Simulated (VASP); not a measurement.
A run of VASP 6.6.1 is set up as follows.

File INCAR:

```
SYSTEM = AlNi
PREC     = Accurate       ! precision mode
ENCUT    = 520            ! plane-wave cutoff, eV
EDIFF    = 1E-6           ! SCF threshold, eV
ISMEAR   = 0              ! smearing method
SIGMA    = 0.15           ! smearing width, eV
LREAL    = .False.        ! projectors in reciprocal space
LASPH    = .True.         ! aspherical terms in the spheres
NELM     = 60             ! most SCF steps
ALGO     = Fast           ! electronic algorithm
ISIF     = 2              ! what is computed and relaxed
LWAVE    = .False.        ! write WAVECAR
LCHARG   = .False.        ! write CHGCAR
GGA      = PE             ! functional
NBANDS   = 14             ! bands
```

KPOINTS

```
Automatic mesh
0
Gamma
  16 16 16
  0 0 0
```

The input POSCAR:

```
AlNi
1.0
    1.9745413133     -1.9745086382      0.0000000000
    1.9745413133      1.9745086382      0.0000000000
    0.0000000000      0.0000000000      2.8231000000
Al Ni
1 1
Direct
    0.0000000000      0.0000000000      0.0000000000
    0.5000000000      0.5000000000      0.5000000000
```

Potentials or basis: VASP PAW PBE potentials, release 64 (Al, Ni).

Command:

```bash
$ cat potpaw_PBE.64/Al/POTCAR potpaw_PBE.64/Ni/POTCAR > POTCAR
$ mpirun -np 1 vasp_std > vasp.out
```

Question: Estimate the pressure.

Answer: 18.7 GPa.

Question: Estimate the band gap on the k mesh.

Answer: Zero (an odd number of electrons rules out a gap without spin polarisation).

Stress tensor (GPa, compression positive):
```
19.11  0.00  0.00
 0.00 19.12  0.00
 0.00  0.00 17.91
```

Caveat: the cell stands under pressure. Spin polarisation is off, so any magnetic state and its effect on volume and gap are missing.
